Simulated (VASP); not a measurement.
Wanted: the native input for a VASP 6.6.1 run.

| Quantity | Value |
| --- | --- |
| Task | single point |
| Functional | PBEsol |
| Potentials or basis | VASP PAW PBE potentials, release 64 (Cr_pv, Cu, O) |
| Cutoff | 600 eV |
| k mesh | 11 × 11 × 11 |
| Occupations | fermi-dirac, width 0.08 eV |
| Spin | collinear spin, ferromagnetic start |
| Starting moments | [3.6, 0.0, 0.0, 0.0] μB |
| Fixed moment | 3.6 μB |
| Dipole correction | no |
| Further INCAR settings | ALGO = Normal; EDIFF = 1e-06; NBANDS = 30 |

The structure of CrCuO2 lies in POSCAR:

```
CrCuO2
1.0
    1.4867000000      0.8583466452      5.7000000000
   -1.4867000000      0.8583466452      5.7000000000
    0.0000000000     -1.7166932904      5.7000000000
Cr Cu O
1 1 2
Direct
    0.5000000000      0.5000000000      0.5000000000
    0.0000000000      0.0000000000      0.0000000000
    0.1079200000      0.1079200000      0.1079200000
    0.8920800000      0.8920800000      0.8920800000
```

These files were run (other wordings do the same):

INCAR

```
PREC     = Accurate       # precision mode
ENCUT    = 600            # plane-wave cutoff, eV
EDIFF    = 1E-6           # SCF threshold, eV
ISMEAR   = -1             # smearing method
SIGMA    = 0.08           # smearing width, eV
LREAL    = F              # projectors in reciprocal space
LASPH    = T              # aspherical terms in the spheres
NELM     = 200            # most SCF steps
ALGO     = Normal         # electronic algorithm
ISIF     = 2              # what is computed and relaxed
LWAVE    = F              # write WAVECAR
LCHARG   = F              # write CHGCAR
ISPIN    = 2              # spin polarisation
MAGMOM   = 3.6 0 0 0      # initial moments
LORBIT   = 11             # projections on sites
NUPDOWN  = 3.6            # fixed moment
LMAXMIX  = 4              # l up to which the mixer works
GGA      = PS             # functional
NBANDS   = 30             # bands
GGA_COMPAT= F
```

KPOINTS

```
regular mesh
0
Gamma
  11 11 11
```

Potentials or basis: VASP PAW PBE potentials, release 64 (Cr_pv, Cu, O).

Command:

```bash
$ cat potpaw_PBE.64/Cr_pv/POTCAR potpaw_PBE.64/Cu/POTCAR potpaw_PBE.64/O/POTCAR > POTCAR
$ mpirun -np 1 vasp_std > vasp.out
```

Results of the run:

| Property | Result |
| --- | --- |
| Pressure | 0.5 GPa |
| Largest force | 0.101 eV/Å |
| Net moment | 3.60 μB per cell |
| Site moments | Cr +2.95; Cu +0.36; O +0.03 μB |
| Valence electrons inside the program's atomic spheres | Cr 10.78; Cu 9.91; O 5.03 |

Caveat: the PAW data sets were made with another functional, which shifts forces and pressure a little; the total moment is fixed, so each spin has its own Fermi level and the state may be an excited one.

Wall time 9.5 min on 1 thread of Intel(R) Xeon(R) 6975P-C (Granite Rapids), on a shared host, peak memory 0.66 GiB.
